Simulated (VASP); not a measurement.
# WS2 in VASP: single point with PBEsol

Aim: the single point of WS2 with PBEsol.

Everything below comes from runs of VASP 6.6.1. Logs are shortened: lines on timing, memory, paths and dates and some standing lists are left out, and cuts for length are marked.

## 1. The cell of the first run

The cell holds a slab with vacuum, 3 atoms: a = 3.146 Å, b = 3.146 Å, c = 16.953 Å, α = 90.00°, β = 90.00°, γ = 120.00°.

## 2. Single point, PBEsol

INCAR

```
ALGO     = Normal         # electronic algorithm
EDIFF    = 1E-6           # SCF threshold, eV
ENCUT    = 500            # plane-wave cutoff, eV
GGA      = PS             # functional
GGA_COMPAT= False        
ISIF     = 2              # what is computed and relaxed
ISMEAR   = 0              # smearing method
LASPH    = True           # aspherical terms in the spheres
LCHARG   = False          # write CHGCAR
LREAL    = False          # projectors in reciprocal space
LWAVE    = False          # write WAVECAR
NBANDS   = 20             # bands
NELM     = 120            # most SCF steps
PREC     = Accurate       # precision mode
SIGMA    = 0.05           # smearing width, eV
```

KPOINTS

```
k-points
0
Gamma
  12 12 2
```

POSCAR

```
WS2
1.0
    3.1457762098      0.0000000000      0.0000000000
   -1.5728881049      2.7243221123      0.0000000000
    0.0000000000      0.0000000000     16.9534209708
W S
1 2
Direct
    0.3333325334      0.6666670777      0.0000002538
    0.6666655956      0.3333328157      0.9075877801
    0.6666685376      0.3333334399      0.0924119661
```

Potentials or basis: VASP PAW PBE potentials, release 64 (W_sv, S).

Started as:

```bash
cat potpaw_PBE.64/W_sv/POTCAR potpaw_PBE.64/S/POTCAR > POTCAR
mpirun -np 1 vasp_std > vasp.out
```

OUTCAR:

```text
EDIFF = 1E-6
   ENCUT = 500
   GGA = PS
   ISIF = 2
   ISMEAR = 0
   LASPH = True
   LREAL = False
   NELM = 120
   PREC = Accurate

 ion  position               nearest neighbor table
   1  0.333  0.667  0.000-   3 2.40   3 2.40   3 2.40   2 2.40   2 2.40   2 2.40
   2  0.667  0.333  0.908-   1 2.40   1 2.40   1 2.40
   3  0.667  0.333  0.092-   1 2.40   1 2.40   1 2.40

  LATTYP: Found a hexagonal cell.
 ALAT       =     3.1457762098
 C/A-ratio  =     5.3892647919

  Lattice vectors:

 A1 = (   3.1457762098,   0.0000000000,   0.0000000000)
 A2 = (  -1.5728881049,   2.7243221123,   0.0000000000)
 A3 = (   0.0000000000,   0.0000000000,  16.9534209708)

Analysis of symmetry for initial positions (statically):
=====================================================================
 Subroutine PRICEL returns:
 Original cell was already a primitive cell.

 Routine SETGRP: Setting up the symmetry group for a
 hexagonal supercell.

 Subroutine GETGRP returns: Found 12 space group operations
 (whereof 12 operations were pure point group operations)
 out of a pool of 24 trial point group operations.

The static configuration has the point symmetry D_3h.

Analysis of symmetry for dynamics (positions and initial velocities):
=====================================================================
 Subroutine PRICEL returns:
 Original cell was already a primitive cell.

 Routine SETGRP: Setting up the symmetry group for a
 hexagonal supercell.

 Subroutine GETGRP returns: Found 12 space group operations
 (whereof 12 operations were pure point group operations)
 out of a pool of 24 trial point group operations.

The dynamic configuration has the point symmetry D_3h.

 Subroutine INISYM returns: Found 12 space group operations
 (whereof 12 operations are pure point group operations),
 and found     1 'primitive' translations

----------------------------------------------------------------------------------------

                                     Primitive cell

  volume of cell :     145.2926

  direct lattice vectors                    reciprocal lattice vectors
[... 82 lines left out ...]
   ICHARG =      2    charge: 1-file 2-atom 10-const
   ISPIN  =      1    spin polarized calculation?
   LNONCOLLINEAR =      F non collinear calculations
   LSORBIT =      F    spin-orbit coupling
   LASPH  =      T    aspherical Exc in radial PAW
   ENCUT  =  500.0 eV  36.75 Ry    6.06 a.u.   5.74  5.74 30.91*2*pi/ulx,y,z
   NELM   =    120;   NELMIN=  2; NELMDL= -5     # of ELM steps
   EDIFF  = 0.1E-05   stopping-criterion for ELM
   LREAL  =      F    real-space projection
   EDIFFG = 0.1E-04   stopping-criterion for IOM
   NSW    =      0    number of steps for IOM
   IBRION =     -1    ionic relax: 0-MD 1-quasi-New 2-CG
   NFREE  =      0    steps in history (QN), initial steepest desc. (CG)
   ISIF   =      2    stress and relaxation
   ISYM   =      2    0-nonsym 1-usesym 2-fastsym
   POTIM  = 0.5000    time-step for ionic-motion
   TEBEG  =    0.0;   TEEND  =   0.0 temperature during run
   PSTRESS=    0.0 pullay stress
   NELECT =      26.0000    total number of electrons
   NUPDOWN=      -1.0000    fix difference up-down
   EMIN   =  10.00;   EMAX   =-10.00  energy-range for DOS
   EFERMI =   0.00;   METHOD = LEGACY
   ISMEAR =     0;   SIGMA  =   0.05  broadening in eV -4-tet -1-fermi 0-gaus
   EFERMI_NEDOS =   21; number of points for ismear=-14 and -15
   IALGO  =     38    algorithm
   IMIX   =      4    mixing-type and parameters
     AMIX     =   0.40;   BMIX     =  1.00
     AMIX_MAG =   1.60;   BMIX_MAG =  1.00
  volume/ion in A,a.u.               =      48.43       326.83
  Fermi-wavevector in a.u.,A,eV,Ry     =   0.922539  1.743346 11.579622  0.851078
  Thomas-Fermi vector in A             =   2.048077
   LORBIT       =      0    0 simple, 1 ext, 2 COOP (PROOUT), +10 PAW based schemes
   GGA     = PS    functional components
   LHFCALC =     F    Hartree Fock is set to
   AEXX    =    0.0000 exact exchange contribution
   IVDW    =     0    specifies the selected vdW correction
   LEPSILON=     F    determine dielectric tensor
   LRPA    =     F    only Hartree local field effects (RPA)
 non-spin polarized calculation
 Gauss-broadening in eV      SIGMA  =   0.05
  energy-cutoff  :      500.00
  volume of cell :      145.29
 maximum number of plane-waves:      3716
 NGX is ok and might be reduce to    24
   NGX = 11   NGY = 11   NGZ = 61

 number of electron      25.9999998 magnetization

 Free energy of the ion-electron system (eV)
  ---------------------------------------------------
  ext. energy  EPLUGINS =         0.00000000
  ---------------------------------------------------
  free energy    TOTEN  =       -25.24873398 eV

  energy without entropy =      -25.24873398  energy(sigma->0) =      -25.24873398

 E-fermi :  -0.7005     XC(G=0):  -4.6024

 val. band max:       -1.1466887439   @ k =   0.3333   0.3333   0.0000
 cond. band min:       0.7936783679   @ k =   0.3333   0.3333   0.0000
 fundamental gap:      1.9403671119
 Fermi energy:        -0.7005162413

 k-point     1 :       0.0000    0.0000    0.0000
  band No.  band energies     occupation
      1     -75.0518      2.00000
      2     -39.3303      2.00000
      3     -39.1357      2.00000
      4     -39.1357      2.00000
      5     -16.0387      2.00000
      6     -14.3445      2.00000
[... 541 lines left out ...]
     19       6.0821      0.00000
     20       6.3339      0.00000

 [... further k-points ...]

------------------------ aborting loop because EDIFF is reached ----------------------------------------

  FORCE on cell =-STRESS in cart. coord.  units (eV):
  Direction    XX          YY          ZZ          XY          YZ          ZX
  --------------------------------------------------------------------------------------
  -------------------------------------------------------------------------------------
  Total        0.0369283      0.0369283      0.0465133      0.0000000      0.0000000      0.0000000
  in kB        0.4072177      0.4072177      0.5129135      0.0000000      0.0000000      0.0000000
  external PRESSURE =       0.4424496 kB  Pullay stress =       0.0000000 kB

 VOLUME and BASIS-vectors are now :
 -----------------------------------------------------------------------------
  energy-cutoff  :      500.00
  volume of cell :      145.29
      direct lattice vectors                 reciprocal lattice vectors
     3.145776210  0.000000000  0.000000000     0.317886567  0.183531895  0.000000000
    -1.572888105  2.724322112  0.000000000     0.000000000  0.367063790  0.000000000
     0.000000000  0.000000000 16.953420971     0.000000000  0.000000000  0.058985145

 POSITION                                       TOTAL-FORCE (eV/Angst)
 -----------------------------------------------------------------------------------
     -0.00000      1.81622      0.00000        -0.000000      0.000000      0.000000
      1.57289      0.90811     15.38672         0.000000     -0.000000     -0.024827
      1.57289      0.90811      1.56670         0.000000      0.000000      0.024827
 -----------------------------------------------------------------------------------
    total drift:                                0.001827     -0.000647     -0.005460

  FREE ENERGIE OF THE ION-ELECTRON SYSTEM (eV)
  ---------------------------------------------------
  free  energy   TOTEN  =       -25.2487339841 eV

  energy  without entropy=      -25.2487339841  energy(sigma->0) =      -25.24873398
```

OSZICAR:

```text
N       E                     dE             d eps       ncg     rms          rms(c)
DAV:   1     0.173134530265E+03    0.17313E+03   -0.13729E+04  1824   0.105E+03
DAV:   2    -0.135524164410E+02   -0.18669E+03   -0.18126E+03  1972   0.255E+02
DAV:   3    -0.263217540679E+02   -0.12769E+02   -0.12684E+02  2040   0.655E+01
[... 14 lines left out ...]
DAV:  18    -0.252487160560E+02   -0.41711E-04   -0.24166E-06  1484   0.575E-03    0.305E-03
DAV:  19    -0.252487296020E+02   -0.13546E-04   -0.88018E-07  1624   0.302E-03    0.314E-03
DAV:  20    -0.252487326152E+02   -0.30132E-05   -0.13760E-07  1448   0.133E-03    0.174E-03
DAV:  21    -0.252487337430E+02   -0.11278E-05   -0.56879E-08  1228   0.931E-04    0.482E-04
DAV:  22    -0.252487339841E+02   -0.24109E-06   -0.82624E-09  1104   0.397E-04
   1 F= -.25248734E+02 E0= -.25248734E+02  d E =-.102235E-37
```

Wall time 3.9 min (1 thread of Oxide Virtual Turin-like, shared host); peak memory 0.26 GiB.

What came out:

* Free energy: -25.2487 eV
* Largest force: 0.025 eV/Å
* Band gap on the k mesh: 1.94 eV

Forces in eV/Å, atoms in the order of the input:
```
W    0.000  0.000  0.000
S    0.000  0.000 -0.025
S    0.000  0.000  0.025
```

Levels at points of the mesh, in eV from the valence-band top:
| k point | band 9 | band 10 | band 11 | band 12 | band 13 | band 14 | band 15 | band 16 | band 17 | band 18 |
| --- | --- | --- | --- | --- | --- | --- | --- | --- | --- | --- |
| (0.00, 0.00, 0.00) | -2.85 | -2.19 | -1.57 | -1.57 | -0.13 | 2.99 | 2.99 | 3.17 | 3.17 | 5.08 |
| (0.50, 0.00, 0.00) | -4.52 | -3.44 | -2.19 | -1.19 | -0.96 | 3.01 | 3.43 | 4.09 | 4.86 | 5.17 |
| (0.00, 0.00, 0.50) | -2.85 | -2.19 | -1.57 | -1.57 | -0.13 | 2.99 | 2.99 | 3.17 | 3.17 | 5.16 |
| (0.50, 0.00, 0.50) | -4.52 | -3.44 | -2.19 | -1.19 | -0.96 | 3.01 | 3.43 | 4.09 | 4.86 | 5.17 |

Caveat: there is no dipole correction, which matters where the two faces differ; the PAW data sets were made with another functional, which shifts forces and pressure a little; spin-orbit coupling is left out, which moves the levels of the heavy elements.
